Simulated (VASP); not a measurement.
Write the native input for VASP 6.6.1 that does the following.

* Task: relaxation of cell and atoms
* Functional: PBE
* Potentials or basis: VASP PAW PBE potentials, release 64 (Si, C)
* Cutoff: 600 eV
* k mesh: 6 × 6 × 1
* Occupations: gaussian, width 0.1 eV
* Spin: no spin polarisation
* Dipole correction: no
* Further INCAR settings: ALGO = Normal; EDIFF = 1e-06; IBRION = 2; EDIFFG = -0.04; NSW = 90; ISIF = 3

The structure of Si2C3 lies in POSCAR:

```
Si2C3
1.0
    2.7091322400      0.0000000000      0.0000000000
   -1.3545661200      2.3461773400      0.0000000000
    0.0000000000      0.0000000000     21.6593114300
Si C
4 6
Direct
    0.3333333300      0.6666666700      0.0000000000
    0.3333333300      0.6666666700      0.4000000000
    0.3333333300      0.6666666700      0.6000000000
    0.6666666700      0.3333333300      0.5000000000
    0.3333333300      0.6666666700      0.2000000000
    0.3333333300      0.6666666700      0.8000000000
    0.6666666700      0.3333333300      0.1000000000
    0.6666666700      0.3333333300      0.3000000000
    0.6666666700      0.3333333300      0.7000000000
    0.6666666700      0.3333333300      0.9000000000
```

The input as run:

INCAR

```
SYSTEM = Si2C3
PREC = Accurate ; ENCUT = 600
EDIFF = 1E-6 ; ISMEAR = 0
SIGMA = 0.1 ; LREAL = .FALSE.
LASPH = .TRUE. ; NELM = 80
ALGO = Normal ; ISIF = 3
LWAVE = .FALSE. ; LCHARG = .FALSE.
GGA = PE ; IBRION = 2
NSW = 90 ; EDIFFG = -0.04
```

KPOINTS

```
Automatic mesh
0
G
  6 6 1
  0 0 0
```

Potentials or basis: VASP PAW PBE potentials, release 64 (Si, C).

The run is started by

```sh
$ cat potpaw_PBE.64/Si/POTCAR potpaw_PBE.64/C/POTCAR > POTCAR
$ mpirun -np 1 vasp_std > vasp.out
```

Results of the run:

The relaxed volume is 9.84 Å³/atom and the relaxed cell is a = 2.771 Å, b = 2.771 Å, c = 14.798 Å, α = 90.00°, β = 90.00°, γ = 120.00°. The space group after relaxing (to 0.05 Å) is P-6m2 (No. 187). The energy gained by relaxing is 2671.5 meV/atom. The ionic steps are 61. The pressure after relaxing is 0.5 GPa and the largest force after relaxing is 0.029 eV/Å. The band gap on the k mesh is zero (band 20 reaches 11.07 eV, above the bottom of band 21 at 7.22 eV).

Caveat: the k points lie up to 0.44 Å⁻¹ apart in the final cell; the volume moved by over 15 % at a fixed basis, so the end points are rough.

Run time: 25 min on 1 thread of Intel(R) Xeon(R) Platinum 8259CL CPU @ 2.50GHz (Skylake/Cascade Lake) (shared host), peak memory 0.33 GiB.
